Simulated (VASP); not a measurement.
# Sr (I4/mmm) in VASP: single point with PBE

Aim: the single point of Sr with PBE.

Program: VASP 6.6.1. These are calculated values, not measurements. Logs are shortened: lines on timing, memory, paths and dates and some standing lists are left out, and cuts for length are marked.

### Step 1. The cell of the first run

The typed cell holds 1 atom: a = 4.232 Å, b = 4.232 Å, c = 4.232 Å, α = 120.00°, β = 120.00°, γ = 90.01°.

### Step 2. Single point, PBE

Contents of INCAR:

```
  ALGO = Fast
  EDIFF = 1E-7
  ENCUT = 520
  GGA = PE
  ISIF = 2
  ISMEAR = 0
  LASPH = T
  LCHARG = T
  LELF = T
  LREAL = F
  LVHAR = T
  LWAVE = F
  NBANDS = 11
  NELM = 80
  PREC = Accurate
  SIGMA = 0.15
```

Contents of KPOINTS:

```
k-points
0
Gamma
  20 20 20
```

Contents of POSCAR:

```
Sr
1.0
   -2.1161918187      2.1161918187      2.9922952317
    2.1161918187     -2.1161918187      2.9922952317
    2.1161918187      2.1161918187     -2.9922952317
Sr
1
Direct
    0.0000000000      0.0000000000      0.0000000000
```

Potentials or basis: VASP PAW PBE potentials, release 64 (Sr_sv).

Command:

```bash
cat potpaw_PBE.64/Sr_sv/POTCAR > POTCAR
mpirun -np 1 vasp_std > vasp.out
```

OUTCAR:

```text
EDIFF = 1E-7
   ENCUT = 520
   GGA = PE
   ISIF = 2
   ISMEAR = 0
   LASPH = T
   LREAL = F
   NELM = 80
   PREC = Accurate

 ion  position               nearest neighbor table
   1  0.000  0.000  0.000-

  LATTYP: Found a body centered tetragonal cell.
 ALAT       =     4.2323836374
 C/A-ratio  =     1.4140000000

  Lattice vectors:

 A1 = (  -2.1161918187,   2.1161918187,   2.9922952317)
 A2 = (   2.1161918187,  -2.1161918187,   2.9922952317)
 A3 = (   2.1161918187,   2.1161918187,  -2.9922952317)

Analysis of symmetry for initial positions (statically):
=====================================================================
 Subroutine PRICEL returns:
 Original cell was already a primitive cell.

 Routine SETGRP: Setting up the symmetry group for a
 body centered tetragonal supercell.

 Subroutine GETGRP returns: Found 16 space group operations
 (whereof 16 operations were pure point group operations)
 out of a pool of 16 trial point group operations.

The static configuration has the point symmetry D_4h.

Analysis of symmetry for dynamics (positions and initial velocities):
=====================================================================
 Subroutine PRICEL returns:
 Original cell was already a primitive cell.

 Routine SETGRP: Setting up the symmetry group for a
 body centered tetragonal supercell.

 Subroutine GETGRP returns: Found 16 space group operations
 (whereof 16 operations were pure point group operations)
 out of a pool of 16 trial point group operations.

The dynamic configuration has the point symmetry D_4h.

 Subroutine INISYM returns: Found 16 space group operations
 (whereof 16 operations are pure point group operations),
 and found     1 'primitive' translations

----------------------------------------------------------------------------------------

                                     Primitive cell

  volume of cell :      53.6012

  direct lattice vectors                    reciprocal lattice vectors
    -2.116191819  2.116191819  2.992295232     0.000000000  0.236273477  0.167095812
     2.116191819 -2.116191819  2.992295232     0.236273477  0.000000000  0.167095812
     2.116191819  2.116191819 -2.992295232     0.236273477  0.236273477  0.000000000

  length of vectors
     4.232064080  4.232064080  4.232064080     0.289389299  0.289389299  0.334141156

  position of ions in fractional coordinates (direct lattice)
     0.000000000  0.000000000  0.000000000

  ion indices of the primitive-cell ions
   primitive index   ion index
                 1           1

----------------------------------------------------------------------------------------

 KPOINTS: k-points

Automatic generation of k-mesh.
 Grid dimensions read from file:
 generate k-points for:   20   20   20

 Generating k-lattice:

  Cartesian coordinates                     Fractional coordinates (reciprocal lattice)
     0.000000000  0.011813674  0.008354791     0.050000000  0.000000000 -0.000000000
     0.011813674  0.000000000  0.008354791     0.000000000  0.050000000 -0.000000000
     0.011813674  0.011813674  0.000000000     0.000000000  0.000000000  0.050000000

  Length of vectors
     0.014469465  0.014469465  0.016707058

  Shift w.r.t. Gamma in fractional coordinates (k-lattice)
     0.000000000  0.000000000  0.000000000

 Subroutine IBZKPT returns following result:
 ===========================================

 Found    641 irreducible k-points:

 Following reciprocal coordinates:
            Coordinates               Weight
  0.000000  0.000000  0.000000      1.000000
  0.050000  0.000000  0.000000      8.000000
  0.100000  0.000000  0.000000      8.000000
  0.150000  0.000000  0.000000      8.000000
  0.200000  0.000000  0.000000      8.000000
  0.250000  0.000000 -0.000000      8.000000
[... 16 lines left out ...]
 -0.400000  0.050000  0.000000     16.000000
 -0.350000  0.050000  0.000000     16.000000
 [... further k-points ...]
   k-points           NKPTS =    641   k-points in BZ     NKDIM =    641   number of bands    NBANDS=     11
   number of dos      NEDOS =    301   number of ions     NIONS =      1
   total plane-waves  NPLWV =  32768
   dimension x,y,z NGX =    32 NGY =   32 NGZ =   32
   dimension x,y,z NGXF=    64 NGYF=   64 NGZF=   64
   ions per type =               1
   NGX,Y,Z   is equivalent  to a cutoff of  12.57, 12.57, 12.57 a.u.
   NGXF,Y,Z  is equivalent  to a cutoff of  25.14, 25.14, 25.14 a.u.
 SYSTEM =  unknown system
   PREC   = accura    normal or accurate (medium, high low for compatibility)
   ISTART =      0    job   : 0-new  1-cont  2-samecut
   ICHARG =      2    charge: 1-file 2-atom 10-const
   ISPIN  =      1    spin polarized calculation?
   LNONCOLLINEAR =      F non collinear calculations
   LSORBIT =      F    spin-orbit coupling
   LASPH  =      T    aspherical Exc in radial PAW
   ENCUT  =  520.0 eV  38.22 Ry    6.18 a.u.   7.87  7.87  7.87*2*pi/ulx,y,z
   NELM   =     80;   NELMIN=  2; NELMDL= -5     # of ELM steps
   EDIFF  = 0.1E-06   stopping-criterion for ELM
   LREAL  =      F    real-space projection
   EDIFFG = 0.1E-05   stopping-criterion for IOM
   NSW    =      0    number of steps for IOM
   IBRION =     -1    ionic relax: 0-MD 1-quasi-New 2-CG
   NFREE  =      0    steps in history (QN), initial steepest desc. (CG)
   ISIF   =      2    stress and relaxation
   ISYM   =      2    0-nonsym 1-usesym 2-fastsym
   POTIM  = 0.5000    time-step for ionic-motion
   TEBEG  =    0.0;   TEEND  =   0.0 temperature during run
   PSTRESS=    0.0 pullay stress
   NELECT =      10.0000    total number of electrons
   NUPDOWN=      -1.0000    fix difference up-down
   EMIN   =  10.00;   EMAX   =-10.00  energy-range for DOS
   EFERMI =   0.00;   METHOD = LEGACY
   ISMEAR =     0;   SIGMA  =   0.15  broadening in eV -4-tet -1-fermi 0-gaus
   EFERMI_NEDOS =   21; number of points for ismear=-14 and -15
   IALGO  =     68    algorithm
   IMIX   =      4    mixing-type and parameters
     AMIX     =   0.40;   BMIX     =  1.00
     AMIX_MAG =   1.60;   BMIX_MAG =  1.00
  volume/ion in A,a.u.               =      53.60       361.72
  Fermi-wavevector in a.u.,A,eV,Ry     =   0.935442  1.767728 11.905791  0.875051
  Thomas-Fermi vector in A             =   2.062349
   LORBIT       =      0    0 simple, 1 ext, 2 COOP (PROOUT), +10 PAW based schemes
   GGA     = PE    functional components
   LHFCALC =     F    Hartree Fock is set to
   AEXX    =    0.0000 exact exchange contribution
   IVDW    =     0    specifies the selected vdW correction
   LEPSILON=     F    determine dielectric tensor
   LRPA    =     F    only Hartree local field effects (RPA)
 non-spin polarized calculation
 RMM-DIIS sequential band-by-band and
 Gauss-broadening in eV      SIGMA  =   0.15
  energy-cutoff  :      520.00
  volume of cell :       53.60
 maximum number of plane-waves:      1459
   NGX = 15   NGY = 15   NGZ = 15

 number of electron      10.0000000 magnetization

 Free energy of the ion-electron system (eV)
  ---------------------------------------------------
  ext. energy  EPLUGINS =         0.00000000
  ---------------------------------------------------
  free energy    TOTEN  =        -1.64399468 eV

  energy without entropy =       -1.62977692  energy(sigma->0) =       -1.63688580

 E-fermi :   1.6762     XC(G=0):  -7.4282

 val. band max:        1.6753846278   @ k =   0.4000   0.3000   0.0000
 cond. band min:       1.6781916171   @ k =  -0.3500  -0.4500   0.1000
 fundamental gap:      0.0028069893
 Fermi energy:         1.6762476609

 k-point     1 :       0.0000    0.0000    0.0000
  band No.  band energies     occupation
      1     -34.8982      2.00000
      2     -16.7813      2.00000
      3     -16.7813      2.00000
      4     -16.7813      2.00000
      5      -2.0120      2.00000
      6       4.0429      0.00000
      7       4.0429      0.00000
      8       4.0437      0.00000
      9       5.5497      0.00000
     10       5.5510      0.00000
     11       8.8560      0.00000

 k-point     2 :       0.0500    0.0000    0.0000
  band No.  band energies     occupation
      1     -34.8978      2.00000
      2     -16.7867      2.00000
      3     -16.7820      2.00000
      4     -16.7820      2.00000
      5      -1.9705      2.00000
      6       3.9758      0.00000
      7       4.0635      0.00000
      8       4.0641      0.00000
      9       5.5208      0.00000
     10       5.5221      0.00000
     11       8.9685      0.00000

 k-point     3 :       0.1000    0.0000    0.0000
  band No.  band energies     occupation
      1     -34.8967      2.00000
      2     -16.8024      2.00000
      3     -16.7841      2.00000
      4     -16.7841      2.00000
      5      -1.8474      2.00000
      6       3.7927      0.00000
      7       4.1186      0.00000
      8       4.1191      0.00000
      9       5.4501      0.00000
     10       5.4513      0.00000
     11       9.2680      0.00000

 k-point     4 :       0.1500    0.0000    0.0000
  band No.  band energies     occupation
      1     -34.8949      2.00000
      2     -16.8266      2.00000
      3     -16.7874      2.00000
      4     -16.7874      2.00000
      5      -1.6473      2.00000
      6       3.5359      0.00000
      7       4.1852      0.00000
      8       4.1858      0.00000
      9       5.3823      0.00000
     10       5.3833      0.00000
     11       9.4374      0.00000
[... 239 lines left out ...]
 k-point    22 :      -0.4500    0.0500   -0.0000
  band No.  band energies     occupation
      1     -34.8830      2.00000
      2     -16.9850      2.00000
      3     -16.8117      2.00000
      4     -16.8115      2.00000
      5       0.3522      2.00000
      6       1.9348      0.01477
      7       3.8406      0.00000
      8       3.9454      0.00000
      9       6.3726      0.00000
     10       6.5652      0.00000
     11       7.5134      0.00000

 k-point    23 :      -0.4000    0.0500    0.0000
  band No.  band energies     occupation
      1     -34.8843      2.00000
      2     -16.9676      2.00000
      3     -16.8098      2.00000
      4     -16.8083      2.00000
      5       0.0057      2.00000
      6       2.1815      0.00000
      7       3.9013      0.00000
      8       4.0074      0.00000
      9       6.0656      0.00000
     10       6.3606      0.00000
     11       7.7355      0.00000

 k-point    24 :      -0.3500    0.0500    0.0000
  band No.  band energies     occupation
      1     -34.8862      2.00000
      2     -16.9426      2.00000
      3     -16.8069      2.00000
      4     -16.8040      2.00000
      5      -0.3845      2.00000
      6       2.4547      0.00000
      7       3.9921      0.00000
      8       4.0887      0.00000
      9       5.7389      0.00000
     10       6.0930      0.00000
     11       8.0322      0.00000

 [... further k-points ...]

------------------------ aborting loop because EDIFF is reached ----------------------------------------

  FORCE on cell =-STRESS in cart. coord.  units (eV):
  Direction    XX          YY          ZZ          XY          YZ          ZX
  --------------------------------------------------------------------------------------
  -------------------------------------------------------------------------------------
  Total        0.0986214      0.0986214      0.0988831      0.0000000      0.0000000     -0.0000000
  in kB        2.9478612      2.9478612      2.9556843      0.0000000      0.0000000     -0.0000000
  external PRESSURE =       2.9504689 kB  Pullay stress =       0.0000000 kB

 VOLUME and BASIS-vectors are now :
 -----------------------------------------------------------------------------
  energy-cutoff  :      520.00
  volume of cell :       53.60
      direct lattice vectors                 reciprocal lattice vectors
    -2.116191819  2.116191819  2.992295232     0.000000000  0.236273477  0.167095812
     2.116191819 -2.116191819  2.992295232     0.236273477  0.000000000  0.167095812
     2.116191819  2.116191819 -2.992295232     0.236273477  0.236273477  0.000000000

 POSITION                                       TOTAL-FORCE (eV/Angst)
 -----------------------------------------------------------------------------------
      0.00000      0.00000      0.00000         0.000000     -0.000000      0.000000
 -----------------------------------------------------------------------------------
    total drift:                               -0.000000      0.000000      0.000000

  FREE ENERGIE OF THE ION-ELECTRON SYSTEM (eV)
  ---------------------------------------------------
  free  energy   TOTEN  =        -1.6439946777 eV

  energy  without entropy=       -1.6297769167  energy(sigma->0) =       -1.63688580
```

Run time: 2.5 min. Hardware: 1 thread of Intel Xeon 6975P-C (Granite Rapids), shared host; peak memory 0.48 GiB.

What came out:

| Quantity | Value |
| --- | --- |
| Free energy | -1.6440 eV |
| Pressure | 0.3 GPa |
| Band gap on the k mesh | zero (bands 5 and 6 overlap by 0.05 eV) |
